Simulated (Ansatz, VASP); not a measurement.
**Na2S in VASP and in Ansatz**

```
S Na
1.0
     0.03255    3.28799    3.28799
     3.28799    0.03255    3.28799
     3.28799    3.28799    0.03255
S Na
1 2
Direct
  0.00000 0.00000 0.00000
  0.24948 0.24948 0.24948
  0.75052 0.75052 0.75052
```

Change from the starting cell: shear_111 strain +1.5%.

Alike in both runs: task single point; functional HSE06; k mesh 6 × 6 × 6; no spin polarisation.

```csv
,VASP,Ansatz
version,VASP 6.6.1,Ansatz 0.2.0
potentials or method,"VASP PAW PBE potentials, release 64 (S, Na_pv)","plane waves, PAW"
plane-wave cutoff (eV),400,420
occupations,"gaussian, width 0.01 eV",fixed
valence electrons in the cell,20,24
```

|  | VASP | Ansatz | Ansatz less VASP |
| --- | --- | --- | --- |
| gap on the k mesh at the Fermi level (eV) | 3.45 | 3.46 | +0.010 |
| pressure (GPa) | -0.4 | -0.3 | +0.16 |
| traceless stress, the component that is largest in VASP (GPa) | -0.19 | -0.18 | +0.001 |

VASP's potentials hold 20 valence electrons a cell and Ansatz's 24, so a difference there can come from the potentials and not from the codes. Ansatz's warnings: stress exchange threshold loose, stress scf threshold loose.
